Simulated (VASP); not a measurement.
# BC5 (P3m1) in VASP: a series of runs

BC5 is run at these levels: r2SCAN, PBE+D3(BJ); tasks: single point, relaxation of cell and atoms.

Everything below comes from runs of VASP 6.6.1. Logs are shortened: lines on timing, memory, paths and dates and some standing lists are left out, and cuts for length are marked.

## 1. The cell of the first run

The structure is trigonal, space group P3m1 (No. 156). The conventional cell has a = 2.545 Å, b = 2.545 Å, c = 6.372 Å, α = 90.00°, β = 90.00°, γ = 120.00°. Within 2.1 Å of B (site symmetry 3m) lie 4 C at 1.61 to 1.62 Å. Within 2.1 Å of C (site symmetry 3m) lie 3 C at 1.55 Å and 1 B at 1.61 Å. Within 2.1 Å of C (site symmetry 3m) lie 4 C at 1.55 Å. Within 2.0 Å of C (site symmetry 3m) lie 4 C at 1.50 to 1.56 Å. Within 2.1 Å of C (site symmetry 3m) lie 4 C at 1.55 to 1.56 Å. C (site symmetry 3m) has 1 C at 1.50 Å and 3 B at 1.62 Å within 2.0 Å.

## 2. Single point, r2SCAN

Contents of POSCAR:

```
BC5
1.0
    2.5452621284      0.0000000000      0.0000000000
   -1.2726310642      2.2042616625      0.0000000000
    0.0000000000      0.0000000000      6.3720678805
B C
1 5
Direct
    0.3333333333      0.6666666667      0.0068948529
    0.3333333333      0.6666666667      0.2594938245
    0.6666666667      0.3333333333      0.3388180607
    0.0000000000      0.0000000000      0.6646633541
    0.6666666667      0.3333333333      0.5816300428
    0.0000000000      0.0000000000      0.8994988650
```

Contents of INCAR.step1:

```
SYSTEM = BC5
  PREC = Accurate
  ENCUT = 520
  ISMEAR = 1
  SIGMA = 0.1
  LREAL = .False.
  LASPH = .True.
  NELM = 100
  NBANDS = 20
  GGA = PE
  ALGO = Normal
  EDIFF = 1E-4
  LWAVE = .True.
  LCHARG = .False.
```

Contents of INCAR.step2:

```
SYSTEM = BC5
  PREC = Accurate
  ENCUT = 520
  EDIFF = 1E-6
  ISMEAR = 1
  SIGMA = 0.1
  LREAL = .False.
  LASPH = .True.
  NELM = 100
  ALGO = Normal
  ISIF = 2
  LWAVE = .False.
  LCHARG = .False.
  METAGGA = R2SCAN
  LMIXTAU = .True.
  NBANDS = 20
  ISTART = 1
```

Contents of KPOINTS:

```
regular mesh
0
Gamma
  9 9 4
  0 0 0
```

Potentials or basis: VASP PAW PBE potentials, release 64 (B, C).

Launch:

```
> cat potpaw_PBE.64/B/POTCAR potpaw_PBE.64/C/POTCAR > POTCAR
> cp INCAR.step1 INCAR
> mpirun -np 1 vasp_std > vasp.out
> cp INCAR.step2 INCAR
> mpirun -np 1 vasp_std > vasp.out
```

OUTCAR:

```text
SYSTEM = BC5
   PREC = Accurate
   ENCUT = 520
   EDIFF = 1E-6
   ISMEAR = 1
   LREAL = .False.
   LASPH = .True.
   NELM = 100
   ISIF = 2
   METAGGA = R2SCAN
   ISTART = 1

 ion  position               nearest neighbor table
   1  0.333  0.667  0.007-   2 1.61   6 1.62   6 1.62   6 1.62
   2  0.333  0.667  0.259-   3 1.55   3 1.55   3 1.55   1 1.61
   3  0.667  0.333  0.339-   5 1.55   2 1.55   2 1.55   2 1.55
   4  0.000  0.000  0.665-   6 1.50   5 1.56   5 1.56   5 1.56
   5  0.667  0.333  0.582-   3 1.55   4 1.56   4 1.56   4 1.56
   6  0.000  0.000  0.899-   4 1.50   1 1.62   1 1.62   1 1.62

  LATTYP: Found a hexagonal cell.
 ALAT       =     2.5452621284
 C/A-ratio  =     2.5035016274

  Lattice vectors:

 A1 = (   2.5452621284,   0.0000000000,   0.0000000000)
 A2 = (  -1.2726310642,   2.2042616625,   0.0000000000)
 A3 = (   0.0000000000,   0.0000000000,   6.3720678805)

Analysis of symmetry for initial positions (statically):
=====================================================================
 Subroutine PRICEL returns:
 Original cell was already a primitive cell.

 Routine SETGRP: Setting up the symmetry group for a
 hexagonal supercell.

 Subroutine GETGRP returns: Found  6 space group operations
 (whereof  6 operations were pure point group operations)
 out of a pool of 24 trial point group operations.

The static configuration has the point symmetry C_3v.

Analysis of symmetry for dynamics (positions and initial velocities):
=====================================================================
 Subroutine PRICEL returns:
 Original cell was already a primitive cell.

 Routine SETGRP: Setting up the symmetry group for a
 hexagonal supercell.

 Subroutine GETGRP returns: Found  6 space group operations
 (whereof  6 operations were pure point group operations)
 out of a pool of 24 trial point group operations.

The dynamic configuration has the point symmetry C_3v.

 Subroutine INISYM returns: Found  6 space group operations
 (whereof  6 operations are pure point group operations),
 and found     1 'primitive' translations

----------------------------------------------------------------------------------------

                                     Primitive cell

  volume of cell :      35.7500

  direct lattice vectors                    reciprocal lattice vectors
     2.545262128  0.000000000  0.000000000     0.392886842  0.226833324  0.000000000
    -1.272631064  2.204261662  0.000000000     0.000000000  0.453666648  0.000000000
     0.000000000  0.000000000  6.372067881     0.000000000  0.000000000  0.156934926

  length of vectors
     2.545262128  2.545262128  6.372067881     0.453666648  0.453666648  0.156934926

  position of ions in fractional coordinates (direct lattice)
     0.333333333  0.666666667  0.006894853
     0.333333333  0.666666667  0.259493824
     0.666666667  0.333333333  0.338818061
     0.000000000  0.000000000  0.664663354
     0.666666667  0.333333333  0.581630043
     0.000000000  0.000000000  0.899498865

  ion indices of the primitive-cell ions
   primitive index   ion index
                 1           1
                 2           2
                 3           3
                 4           4
                 5           5
                 6           6

----------------------------------------------------------------------------------------

 KPOINTS: regular mesh

Automatic generation of k-mesh.
 Grid dimensions read from file:
 generate k-points for:    9    9    4

 Generating k-lattice:

  Cartesian coordinates                     Fractional coordinates (reciprocal lattice)
     0.043654094  0.025203703  0.000000000     0.111111111  0.000000000  0.000000000
     0.000000000  0.050407405  0.000000000     0.000000000  0.111111111  0.000000000
     0.000000000  0.000000000  0.039233731     0.000000000  0.000000000  0.250000000

  Length of vectors
     0.050407405  0.050407405  0.039233731

  Shift w.r.t. Gamma in fractional coordinates (k-lattice)
     0.000000000  0.000000000  0.000000000

 Subroutine IBZKPT returns following result:
 ===========================================

 Found     43 irreducible k-points:

 Following reciprocal coordinates:
            Coordinates               Weight
  0.000000  0.000000  0.000000      1.000000
  0.111111  0.000000  0.000000      6.000000
  0.222222  0.000000  0.000000      6.000000
  0.333333  0.000000  0.000000      6.000000
  0.444444  0.000000  0.000000      6.000000
  0.111111  0.111111  0.000000      6.000000
[... 16 lines left out ...]
  0.222222  0.111111  0.250000     12.000000
 -0.111111  0.333333  0.250000     12.000000
 [... further k-points ...]
   k-points           NKPTS =     43   k-points in BZ     NKDIM =     43   number of bands    NBANDS=     20
   number of dos      NEDOS =    301   number of ions     NIONS =      6
   total plane-waves  NPLWV =  19200
   dimension x,y,z NGX =    20 NGY =   20 NGZ =   48
   dimension x,y,z NGXF=    40 NGYF=   40 NGZF=   96
   ions per type =               1   5
   NGX,Y,Z   is equivalent  to a cutoff of  13.06, 13.06, 12.52 a.u.
   NGXF,Y,Z  is equivalent  to a cutoff of  26.13, 26.13, 25.05 a.u.
 SYSTEM =  BC5
   PREC   = accura    normal or accurate (medium, high low for compatibility)
   ISTART =      1    job   : 0-new  1-cont  2-samecut
   ICHARG =      0    charge: 1-file 2-atom 10-const
   ISPIN  =      1    spin polarized calculation?
   LNONCOLLINEAR =      F non collinear calculations
   LSORBIT =      F    spin-orbit coupling
   LASPH  =      T    aspherical Exc in radial PAW
   ENCUT  =  520.0 eV  38.22 Ry    6.18 a.u.   4.73  4.73 11.85*2*pi/ulx,y,z
   NELM   =    100;   NELMIN=  2; NELMDL=  0     # of ELM steps
   EDIFF  = 0.1E-05   stopping-criterion for ELM
   LREAL  =      F    real-space projection
   EDIFFG = 0.1E-04   stopping-criterion for IOM
   NSW    =      0    number of steps for IOM
   IBRION =     -1    ionic relax: 0-MD 1-quasi-New 2-CG
   NFREE  =      0    steps in history (QN), initial steepest desc. (CG)
   ISIF   =      2    stress and relaxation
   ISYM   =      2    0-nonsym 1-usesym 2-fastsym
   POTIM  = 0.5000    time-step for ionic-motion
   TEBEG  =    0.0;   TEEND  =   0.0 temperature during run
   PSTRESS=    0.0 pullay stress
   NELECT =      23.0000    total number of electrons
   NUPDOWN=      -1.0000    fix difference up-down
   EMIN   =  10.00;   EMAX   =-10.00  energy-range for DOS
   EFERMI =   0.00;   METHOD = LEGACY
   ISMEAR =     1;   SIGMA  =   0.10  broadening in eV -4-tet -1-fermi 0-gaus
   EFERMI_NEDOS =   21; number of points for ismear=-14 and -15
   IALGO  =     38    algorithm
   IMIX   =      4    mixing-type and parameters
     AMIX     =   0.40;   BMIX     =  1.00
     AMIX_MAG =   1.60;   BMIX_MAG =  1.00
  volume/ion in A,a.u.               =       5.96        40.21
  Fermi-wavevector in a.u.,A,eV,Ry     =   1.413271  2.670695 27.175388  1.997335
  Thomas-Fermi vector in A             =   2.534934
   LORBIT       =      0    0 simple, 1 ext, 2 COOP (PROOUT), +10 PAW based schemes
   METAGGA = R2SCAN    functional components
   LHFCALC =     F    Hartree Fock is set to
   AEXX    =    0.0000 exact exchange contribution
   IVDW    =     0    specifies the selected vdW correction
   LEPSILON=     F    determine dielectric tensor
   LRPA    =     F    only Hartree local field effects (RPA)
 non-spin polarized calculation
 Methfessel and Paxton  Order N= 1 SIGMA  =   0.10
  energy-cutoff  :      520.00
  volume of cell :       35.75
 maximum number of plane-waves:       983
 NGX is ok and might be reduce to    20
   NGX =  9   NGY =  9   NGZ = 23

 number of electron      23.0000000 magnetization

 Free energy of the ion-electron system (eV)
  ---------------------------------------------------
  ext. energy  EPLUGINS =         0.00000000
  ---------------------------------------------------
  free energy    TOTEN  =       -55.59075080 eV

  energy without entropy =      -55.59188216  energy(sigma->0) =      -55.59112792

 E-fermi :   7.7959     XC(G=0): -13.8780

 val. band max:        7.7954593583   @ k =   0.1111   0.1111   0.5000
 cond. band min:       7.8796124173   @ k =  -0.1111   0.3333   0.2500
 fundamental gap:      0.0841530589
 Fermi energy:         7.7958713392

 k-point     1 :       0.0000    0.0000    0.0000
  band No.  band energies     occupation
      1     -13.1861      2.00000
      2     -10.4464      2.00000
      3      -8.4435      2.00000
      4      -0.9363      2.00000
      5      -0.0296      2.00000
      6       6.1060      2.00000
[... 12 lines left out ...]
     19      19.0760      0.00000
     20      19.6878      0.00000

 k-point     2 :       0.1111    0.0000    0.0000
  band No.  band energies     occupation
      1     -12.8769      2.00000
      2     -10.1475      2.00000
      3      -8.1458      2.00000
      4      -0.7250      2.00000
      5       0.1900      2.00000
      6       4.5868      2.00000
[... 12 lines left out ...]
     19      19.2630      0.00000
     20      20.3391      0.00000

 k-point     3 :       0.2222    0.0000    0.0000
  band No.  band energies     occupation
      1     -11.9570      2.00000
      2      -9.2622      2.00000
      3      -7.2671      2.00000
      4      -0.2754      2.00000
      5       0.7259      2.00000
      6       1.6858      2.00000
[... 12 lines left out ...]
     19      20.2690      0.00000
     20      21.5842      0.00000

 k-point     4 :       0.3333    0.0000    0.0000
  band No.  band energies     occupation
      1     -10.4585      2.00000
      2      -7.8490      2.00000
      3      -5.8894      2.00000
      4      -2.0026      2.00000
      5      -0.2748      2.00000
      6       1.3132      2.00000
[... 429 lines left out ...]
 k-point    23 :       0.2222    0.1111    0.2500
  band No.  band energies     occupation
      1     -10.9734      2.00000
      2      -8.8190      2.00000
      3      -5.6743      2.00000
      4      -1.6083      2.00000
      5       0.0759      2.00000
      6       1.4887      2.00000
[... 12 lines left out ...]
     19      20.4696      0.00000
     20      21.3334      0.00000

 k-point    24 :      -0.1111    0.3333    0.2500
  band No.  band energies     occupation
      1     -10.9740      2.00000
      2      -8.8126      2.00000
      3      -5.7095      2.00000
      4      -1.4894      2.00000
      5       0.2584      2.00000
      6       1.2373      2.00000
[... 12 lines left out ...]
     19      20.5425      0.00000
     20      22.0098      0.00000

 [... further k-points ...]

------------------------ aborting loop because EDIFF is reached ----------------------------------------

  FORCE on cell =-STRESS in cart. coord.  units (eV):
  Direction    XX          YY          ZZ          XY          YZ          ZX
  --------------------------------------------------------------------------------------
  -------------------------------------------------------------------------------------
  Total        0.2030126      0.2030126      0.1843416      0.0000000      0.0000000     -0.0000000
  in kB        9.0982423      9.0982423      8.2614803      0.0000000      0.0000000     -0.0000000
  external PRESSURE =       8.8193216 kB  Pullay stress =       0.0000000 kB

 VOLUME and BASIS-vectors are now :
 -----------------------------------------------------------------------------
  energy-cutoff  :      520.00
  volume of cell :       35.75
      direct lattice vectors                 reciprocal lattice vectors
     2.545262128  0.000000000  0.000000000     0.392886842  0.226833324  0.000000000
    -1.272631064  2.204261662  0.000000000     0.000000000  0.453666648  0.000000000
     0.000000000  0.000000000  6.372067881     0.000000000  0.000000000  0.156934926

 POSITION                                       TOTAL-FORCE (eV/Angst)
 -----------------------------------------------------------------------------------
     -0.00000      1.46951      0.04393        -0.000000      0.000000     -0.024930
     -0.00000      1.46951      1.65351         0.000000     -0.000000      0.000797
      1.27263      0.73475      2.15897         0.000000     -0.000000     -0.019417
      0.00000      0.00000      4.23528        -0.000000      0.000000     -0.019338
      1.27263      0.73475      3.70619        -0.000000      0.000000      0.008406
      0.00000      0.00000      5.73167        -0.000000      0.000000      0.054483
 -----------------------------------------------------------------------------------
    total drift:                               -0.000000      0.000000     -0.000471

  FREE ENERGIE OF THE ION-ELECTRON SYSTEM (eV)
  ---------------------------------------------------
  free  energy   TOTEN  =       -55.5907507998 eV

  energy  without entropy=      -55.5918821585  energy(sigma->0) =      -55.59112792
```

Wall time 1.9 min (1 thread of Intel Xeon Platinum 8488C (Sapphire Rapids), shared host); peak memory 0.16 GiB.

What came out:

```
Free energy   : -55.5908 eV
Pressure      : 0.9 GPa
Largest force : 0.054 eV/Å
```

Forces in eV/Å, atoms in the order of the input:
```
B    0.000  0.000 -0.025
C    0.000  0.000  0.001
C    0.000  0.000 -0.019
C    0.000  0.000 -0.019
C    0.000  0.000  0.008
C    0.000  0.000  0.054
```

Caveat: the PAW data sets were made with another functional, which shifts forces and pressure a little.

## 3. Relaxation of cell and atoms, PBE+D3(BJ)

This run uses another cell than the first one, of 6.01 Å³/atom, 1.009 times its volume.

Contents of INCAR:

```
PREC = Accurate
ENCUT = 600
EDIFF = 1E-6
ISMEAR = 1
SIGMA = 0.1
LREAL = False
LASPH = True
NELM = 80
ALGO = Normal
ISIF = 3
LWAVE = False
LCHARG = False
GGA = PE
IVDW = 12
IBRION = 2
NSW = 100
EDIFFG = -0.01
```

Contents of KPOINTS:

```
Automatic mesh
0
Gamma
  9 9 4
```

Contents of POSCAR:

```
BC5
1.0
    2.5515512600      0.0000000000      0.0000000000
   -1.2757756300      2.2097082100      0.0000000000
    0.0000000000      0.0000000000      6.3996570000
B C
1 5
Direct
    0.3333333333      0.6666666667      0.0075860000
    0.3333333333      0.6666666667      0.2595110000
    0.6666666667      0.3333333333      0.3390330000
    0.0000000000      0.0000000000      0.6645630000
    0.6666666667      0.3333333333      0.5813640000
    0.0000000000      0.0000000000      0.8989420000
```

Potentials or basis: VASP PAW PBE potentials, release 64 (B, C).

Launch:

```
> cat potpaw_PBE.64/B/POTCAR potpaw_PBE.64/C/POTCAR > POTCAR
> mpirun -np 1 vasp_std > vasp.out
```

It took 1.7 min on 1 thread of Intel Xeon Platinum 8488C (Sapphire Rapids), shared host; peak memory 0.18 GiB.

It converged, with:

- Free energy: -52.4597 eV
- Relaxed volume: 5.93 Å³/atom
- Relaxed cell: a = 2.540 Å, b = 2.540 Å, c = 6.364 Å, α = 90.00°, β = 90.00°, γ = 120.00°
- Space group after relaxing (to 0.05 Å): P3m1 (No. 156)
- Energy gained by relaxing: 1.7 meV/atom
- Ionic steps: 7
- Pressure after relaxing: 0.0 GPa
- Dispersion energy per atom: -0.193 eV

Forces on the atoms (eV/Å):
```
B    0.000  0.000 -0.002
C    0.000  0.000  0.001
C    0.000  0.000  0.000
C    0.000  0.000  0.003
C    0.000  0.000  0.001
C    0.000  0.000 -0.002
```

The path:
```tsv
step	energy change (eV)	largest force (eV/Å)	pressure (GPa)	volume (Å³)
1	0.0000	0.1775	-5.47	36.08
2	0.0011	0.2247	5.99	35.02
3	-0.0101	0.0514	-0.05	35.56
4	-0.0102	0.0383	0.12	35.55
5	-0.0102	0.0278	0.05	35.55
6	-0.0102	0.0202	-0.02	35.56
7	-0.0102	0.0026	0.01	35.55
```

Final structure:
```
B C
1.0
     2.53993    0.00000    0.00000
    -1.26996    2.19964    0.00000
     0.00000    0.00000    6.36391
B C
1 5
Direct
  0.33333 0.66667 0.00702
  0.33333 0.66667 0.25960
  0.66667 0.33333 0.33857
  0.00000 0.00000 0.66439
  0.66667 0.33333 0.58165
  0.00000 0.00000 0.89976
```

Levels at points of the mesh, in eV from the Fermi level:
| k point | band 8 | band 9 | band 10 | band 11 | band 12 | band 13 | band 14 | band 15 |
| --- | --- | --- | --- | --- | --- | --- | --- | --- |
| (0.00, 0.00, 0.00) | -0.34 | -0.34 | 0.97 | 2.62 | 2.62 | 6.93 | 6.93 | 7.06 |
| (0.00, 0.00, 0.50) | -1.68 | -0.14 | -0.14 | 2.26 | 2.26 | 7.78 | 7.78 | 8.37 |

Caveat: pairwise dispersion overbinds metals, which lowers pressure and volume.
